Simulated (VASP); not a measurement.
Te, 3 atoms in the cell. Symmetry: P3_221, No. 154, trigonal system. Conventional cell: a = 4.318 Å, b = 4.318 Å, c = 5.956 Å, α = 90.00°, β = 90.00°, γ = 120.00°. Te (site symmetry 2) has 6 Te at 2.91 to 3.35 Å within 3.8 Å. 

| Quantity | Value |
| --- | --- |
| Program | VASP 6.6.1 |
| Task | single point |
| Functional | PBEsol |
| Potentials or basis | VASP PAW PBE potentials, release 64 (Te) |
| Cutoff | 520 eV |
| k mesh | 9 × 9 × 6 |
| Occupations | gaussian, width 0.02 eV |
| Spin | no spin polarisation |
| Dipole correction | no |
| Further INCAR settings | ALGO = Fast; EDIFF = 1e-07; NBANDS = 16 |

Potentials or basis: VASP PAW PBE potentials, release 64 (Te).

Run with:

```sh
$ cat potpaw_PBE.64/Te/POTCAR > POTCAR
$ mpirun -np 1 vasp_std > vasp.out
```

Hardware: 1 thread of AMD EPYC 9755 128-Core Processor (shared host).

Task: Estimate the wall time of this run.

Result: Wall time 85 s on 1 thread of AMD EPYC 9755 128-Core Processor, with other jobs on the host, peak memory 0.21 GiB. Counts: scf iterations 16, k points 62.
